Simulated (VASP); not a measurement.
# CoO (Fm-3m) in VASP: a series of runs, part 2 of 2

VASP 6.6.1. Earlier steps stand in the parts before.

### 3 Single point, PBE, collinear spin, ferromagnetic start

This run uses another cell than the first one, of 9.30 Å³/atom.

INCAR

```
  PREC = Accurate
  ENCUT = 520
  EDIFF = 1E-7
  ISMEAR = -1
  SIGMA = 0.05
  LREAL = F
  LASPH = T
  NELM = 150
  ALGO = Normal
  ISIF = 2
  LWAVE = F
  LCHARG = F
  ISPIN = 2
  MAGMOM = 2 0
  LORBIT = 11
  LMAXMIX = 4
  GGA = PE
  NBANDS = 18
```

KPOINTS

```
Automatic mesh
0
Gamma
  11 11 11
```

POSCAR

```
CoO
1.0
    0.0000000000      2.1026940521      2.1026940521
    2.1026940521      0.0000000000      2.1026940521
    2.1026940521      2.1026940521      0.0000000000
Co O
1 1
Direct
    0.0000000000      0.0000000000      0.0000000000
    0.5000000000      0.5000000000      0.5000000000
```

Potentials or basis: VASP PAW PBE potentials, release 64 (Co, O).

The run is started by

```sh
cat potpaw_PBE.64/Co/POTCAR potpaw_PBE.64/O/POTCAR > POTCAR
mpirun -np 1 vasp_std > vasp.out
```

OUTCAR:

```text
PREC = Accurate
   ENCUT = 520
   EDIFF = 1E-7
   ISMEAR = -1
   LREAL = F
   LASPH = T
   NELM = 150
   ISIF = 2
   ISPIN = 2
   LORBIT = 11
   GGA = PE

 ion  position               nearest neighbor table
   1  0.000  0.000  0.000-   2 2.10   2 2.10   2 2.10   2 2.10   2 2.10   2 2.10
   2  0.500  0.500  0.500-   1 2.10   1 2.10   1 2.10   1 2.10   1 2.10   1 2.10

  LATTYP: Found a face centered cubic cell.
 ALAT       =     4.2053881042

  Lattice vectors:

 A1 = (   0.0000000000,   2.1026940521,   2.1026940521)
 A2 = (   2.1026940521,   0.0000000000,   2.1026940521)
 A3 = (   2.1026940521,   2.1026940521,   0.0000000000)

Analysis of symmetry for initial positions (statically):
=====================================================================
 Subroutine PRICEL returns:
 Original cell was already a primitive cell.

 Routine SETGRP: Setting up the symmetry group for a
 face centered cubic supercell.

[... 702 lines left out ...]
      4       5.6919      1.00000
      5       7.2743      1.00000
      6       7.2744      1.00000
[... 493 lines left out ...]
     17      37.4864      0.00000
     18      39.2279      0.00000

 [... further k-points ...]

------------------------ aborting loop because EDIFF is reached ----------------------------------------

  FORCE on cell =-STRESS in cart. coord.  units (eV):
  Direction    XX          YY          ZZ          XY          YZ          ZX
  --------------------------------------------------------------------------------------
  -------------------------------------------------------------------------------------
  Total        0.5441722      0.5441722      0.5441722      0.0000000      0.0000000      0.0000000
  in kB       46.8909124     46.8909124     46.8909124      0.0000000      0.0000000      0.0000000
  external PRESSURE =      46.8909124 kB  Pullay stress =       0.0000000 kB

 VOLUME and BASIS-vectors are now :
 -----------------------------------------------------------------------------
  energy-cutoff  :      520.00
  volume of cell :       18.59
      direct lattice vectors                 reciprocal lattice vectors
     0.000000000  2.102694052  2.102694052    -0.237790181  0.237790181  0.237790181
     2.102694052  0.000000000  2.102694052     0.237790181 -0.237790181  0.237790181
     2.102694052  2.102694052  0.000000000     0.237790181  0.237790181 -0.237790181

 POSITION                                       TOTAL-FORCE (eV/Angst)
 -----------------------------------------------------------------------------------
      0.00000      0.00000      0.00000        -0.000000      0.000000     -0.000000
      2.10269      2.10269      2.10269         0.000000     -0.000000      0.000000
 -----------------------------------------------------------------------------------
    total drift:                                0.000000     -0.000000     -0.000000

  FREE ENERGIE OF THE ION-ELECTRON SYSTEM (eV)
  ---------------------------------------------------
  free  energy   TOTEN  =       -13.0564871341 eV

  energy  without entropy=      -13.0222111641  energy(sigma->0) =      -13.03934915

 total charge

# of ion       s       p       d       tot
------------------------------------------
    1        0.304   0.382   7.178   7.864
    2        1.557   3.440   0.000   4.996
--------------------------------------------------
tot          1.861   3.821   7.178  12.860

 magnetization (x)

# of ion       s       p       d       tot
------------------------------------------
    1        0.021   0.019   2.442   2.482
    2        0.030   0.244   0.000   0.274
--------------------------------------------------
tot          0.050   0.263   2.442   2.755
```

OSZICAR:

```text
N       E                     dE             d eps       ncg     rms          rms(c)
DAV:   1     0.778933938260E+02    0.77893E+02   -0.65246E+03  4192   0.968E+02
DAV:   2    -0.105518129112E+02   -0.88445E+02   -0.76454E+02  4248   0.225E+02
DAV:   3    -0.153414730692E+02   -0.47897E+01   -0.46562E+01  4776   0.553E+01
DAV:   4    -0.153896241266E+02   -0.48151E-01   -0.48116E-01  4850   0.527E+00
DAV:   5    -0.153907054856E+02   -0.10814E-02   -0.10812E-02  5030   0.789E-01    0.166E+01
DAV:   6    -0.142033022354E+02    0.11874E+01   -0.15221E+01  5210   0.590E+01    0.188E+01
DAV:   7    -0.131462438904E+02    0.10571E+01   -0.59490E+00  5010   0.449E+01    0.799E+00
DAV:   8    -0.130684725305E+02    0.77771E-01   -0.33459E-01  5712   0.902E+00    0.424E+00
DAV:   9    -0.130645991636E+02    0.38734E-02   -0.15582E-01  6032   0.668E+00    0.227E+00
DAV:  10    -0.130586997100E+02    0.58995E-02   -0.43303E-02  5994   0.390E+00    0.733E-01
DAV:  11    -0.130565722599E+02    0.21275E-02   -0.19421E-02  5658   0.222E+00    0.261E-01
DAV:  12    -0.130564861491E+02    0.86111E-04   -0.19234E-03  5628   0.556E-01    0.461E-02
DAV:  13    -0.130564886876E+02   -0.25385E-05   -0.10515E-04  4518   0.803E-02    0.390E-02
DAV:  14    -0.130564858431E+02    0.28446E-05   -0.55118E-06  5466   0.232E-02    0.122E-02
DAV:  15    -0.130564868536E+02   -0.10105E-05   -0.11421E-06  5606   0.198E-02    0.573E-03
DAV:  16    -0.130564871160E+02   -0.26247E-06   -0.11896E-06  5568   0.159E-02    0.242E-03
DAV:  17    -0.130564871341E+02   -0.18074E-07   -0.15565E-07  3582   0.417E-03
   1 F= -.13056487E+02 E0= -.13039349E+02  d E =-.342760E-01  mag=     2.8022
```

It took 60 s on 1 thread of Intel Xeon 8259CL, shared host; peak memory 0.17 GiB.

Results:

```yaml
Free_energy: -13.0565 eV
Pressure: 4.7 GPa
Net_moment: 2.80 μB per cell
Site_moments: Co +2.48; O +0.27 μB
Valence_electrons_inside_the_program's_atomic_spheres: Co 7.86; O 5.00
```

Caveat: the cell stands under pressure; a cell with one magnetic atom can't hold antiferromagnetic order, which such compounds often take; semilocal functionals often make such compounds metallic where correlation or magnetic order opens a gap, which also shifts bond lengths. With open d or f shells a metallic result of PBE can be an artefact of self-interaction; +U or a hybrid may open a gap.

### 4 Single point, PBE, collinear spin, ferromagnetic start

This run uses another cell than the first one, of 9.68 Å³/atom.

INCAR

```
  ALGO = Normal
  EDIFF = 1E-7
  ENCUT = 520
  GGA = PE
  ISIF = 2
  ISMEAR = -1
  ISPIN = 2
  LASPH = True
  LCHARG = False
  LMAXMIX = 4
  LORBIT = 11
  LREAL = False
  LWAVE = False
  MAGMOM = 2 0
  NBANDS = 18
  NELM = 150
  PREC = Accurate
  SIGMA = 0.05
```

KPOINTS

```
k-points
0
Gamma
  11 11 11
```

POSCAR

```
CoO
1.0
    0.0000000000      2.1315016600      2.1315016600
    2.1315016600      0.0000000000      2.1315016600
    2.1315016600      2.1315016600      0.0000000000
Co O
1 1
Direct
    0.0000000000      0.0000000000      0.0000000000
    0.5000000000      0.5000000000      0.5000000000
```

The run is started by

```sh
cat potpaw_PBE.64/Co/POTCAR potpaw_PBE.64/O/POTCAR > POTCAR
mpirun -np 1 vasp_std > vasp.out
```

Run time: 59 s. Hardware: 1 thread of Intel Xeon 8259CL, shared host; peak memory 0.17 GiB.

The run converged. Its results:

- Free energy: -13.0624 eV
- Pressure: -2.4 GPa
- Net moment: 2.90 μB per cell
- Site moments: Co +2.55; O +0.29 μB
- Valence electrons inside the program's atomic spheres: Co 7.79; O 4.98

Levels at points of the mesh, in eV from the Fermi level:
Spin up:
```csv
k point,band 7,band 8,band 9,band 10,band 11,band 12
"(0.00, 0.00, 0.00)",-3.05,-3.05,-3.05,1.00,16.86,18.13
```
Spin down:
| k point | band 4 | band 5 | band 6 | band 7 | band 8 | band 9 |
| --- | --- | --- | --- | --- | --- | --- |
| (0.00, 0.00, 0.00) | -2.54 | -1.09 | -1.09 | -1.09 | 0.07 | 0.07 |

Caveat: a cell with one magnetic atom can't hold antiferromagnetic order, which such compounds often take; semilocal functionals often make such compounds metallic where correlation or magnetic order opens a gap, which also shifts bond lengths. With open d or f shells a metallic result of PBE can be an artefact of self-interaction; +U or a hybrid may open a gap.

### 5 Single point, PBE, collinear spin, ferromagnetic start

This run uses another cell than the first one, of 10.27 Å³/atom.

INCAR

```
SYSTEM = CoO
  PREC = Accurate
  ENCUT = 520
  EDIFF = 1E-7
  ISMEAR = -1
  SIGMA = 0.05
  LREAL = .False.
  LASPH = .True.
  NELM = 150
  ALGO = Normal
  ISIF = 2
  LWAVE = .False.
  LCHARG = .False.
  ISPIN = 2
  MAGMOM = 2 0
  LORBIT = 11
  LMAXMIX = 4
  GGA = PE
  NBANDS = 18
```

KPOINTS

```
regular mesh
0
Gamma
  11 11 11
  0 0 0
```

POSCAR

```
CoO
1.0
    0.0000000000      2.1733064236      2.1733064236
    2.1733064236      0.0000000000      2.1733064236
    2.1733064236      2.1733064236      0.0000000000
Co O
1 1
Direct
    0.0000000000      0.0000000000      0.0000000000
    0.5000000000      0.5000000000      0.5000000000
```

The run is started by

```sh
cat potpaw_PBE.64/Co/POTCAR potpaw_PBE.64/O/POTCAR > POTCAR
mpirun -np 1 vasp_std > vasp.out
```

It took 64 s on 1 thread of Intel Xeon 8259CL, shared host; peak memory 0.17 GiB.

The run converged. Its results:

- Free energy: -13.0140 eV
- Pressure: -11.0 GPa
- Band gap on the k mesh: zero (filled and empty bands overlap)
- Net moment: 2.98 μB per cell
- Site moments: Co +2.61; O +0.31 μB
- Valence electrons inside the program's atomic spheres: Co 7.70; O 4.95

Levels at points of the mesh, in eV from the Fermi level:
Spin up:
| k point | band 7 | band 8 | band 9 | band 10 | band 11 | band 12 |
| --- | --- | --- | --- | --- | --- | --- |
| (0.00, 0.00, 0.00) | -2.85 | -2.85 | -2.85 | 0.72 | 16.68 | 17.69 |
Spin down:
```tsv
k point	band 2	band 3	band 4	band 5	band 6	band 7	band 8	band 9	band 10	band 11
(0.00, 0.00, 0.00)	-2.27	-2.27	-2.27	-0.97	-0.97	-0.97	0.15	0.15	1.26	16.58
```

Caveat: the cell stands under tension; a cell with one magnetic atom can't hold antiferromagnetic order, which such compounds often take; semilocal functionals often make such compounds metallic where correlation or magnetic order opens a gap, which also shifts bond lengths. With open d or f shells a metallic result of PBE can be an artefact of self-interaction; +U or a hybrid may open a gap.

### 6 Overview

```tsv
cell	gap on the mesh (eV)	pressure (GPa)	moment (μB)
a = 2.953 Å, angles 60.0°, 2 atoms	none	8.6	2.72
a = 2.974 Å, angles 60.0°, 2 atoms	none	4.7	2.80
a = 3.014 Å, angles 60.0°, 2 atoms	none	-2.4	2.90
a = 3.074 Å, angles 60.0°, 2 atoms	none	-11.0	2.98
```

Alike in all rows: task single point; level PBE; potentials or basis VASP PAW PBE potentials, release 64 (Co, O); spin collinear, ferromagnetic start; k mesh 11 × 11 × 11; cutoff (eV) 520; smearing fermi-dirac 0.05 eV.

Caveats: a cell with one magnetic atom can't hold antiferromagnetic order, which such compounds often take; semilocal functionals often make such compounds metallic where correlation or magnetic order opens a gap, which also shifts bond lengths; the cell stands under pressure (at least some runs); the cell stands under tension (at least some runs).

Absolute energies hang on the potentials; compare differences alone.
